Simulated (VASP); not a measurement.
Runs of VASP 6.6.1 on ZnO. The structure is that of space group Pm-3m (No. 221), or close to it. The cells are those of the table. 

```tsv
level	potentials or basis	cell	cutoff (eV)	second run	gap on the mesh (eV)	pressure (GPa)
PBE	VASP PAW PBE potentials, release 64 (Zn, O)	a = 2.661 Å, 2 atoms	520	-	none	6.1
PBE	VASP PAW PBE potentials, release 64 (Zn, O)	a = 2.741 Å, 2 atoms	520	-	none	-7.7
r2SCAN	VASP PAW PBE potentials, release 64 (Zn, O_h)	a = 2.672 Å, 2 atoms	910	hard_potentials	none	(b)
r2SCAN	VASP PAW PBE potentials, release 64 (Zn, O)	a = 2.698 Å, 2 atoms	520	-	none	(a)
PBE	VASP PAW PBE potentials, release 64 (Zn, O_h)	a = 2.633 Å, 2 atoms	910	hard_potentials	none	(c)
PBE	VASP PAW PBE potentials, release 64 (Zn, O)	a = 2.715 Å, 2 atoms	520	-	none	-3.9
r2SCAN	VASP PAW PBE potentials, release 64 (Zn, O)	a = 2.619 Å, 2 atoms	520	-	0.14	7.3
r2SCAN	VASP PAW PBE potentials, release 64 (Zn, O)	a = 2.672 Å, 2 atoms	520	-	none	-4.3
```

Alike in all rows: task single point; no spin polarisation; k mesh 8 × 8 × 8; smearing fermi-dirac 0.02 eV.

**Question.** Estimate the missing entries.

**Answer.** (a) -8.8; (b) -4.1; (c) 12.0.

Caveats: the PAW data sets were made with another functional, which shifts forces and pressure a little (some runs); the cutoff is under 1.25 times the usual one of these potentials, so pressure, stress and relaxed cells hold a basis-set (Pulay) error (some runs).

A k mesh can miss the band edges.

A gap of «none» marks levels without a gap at the run's occupations.
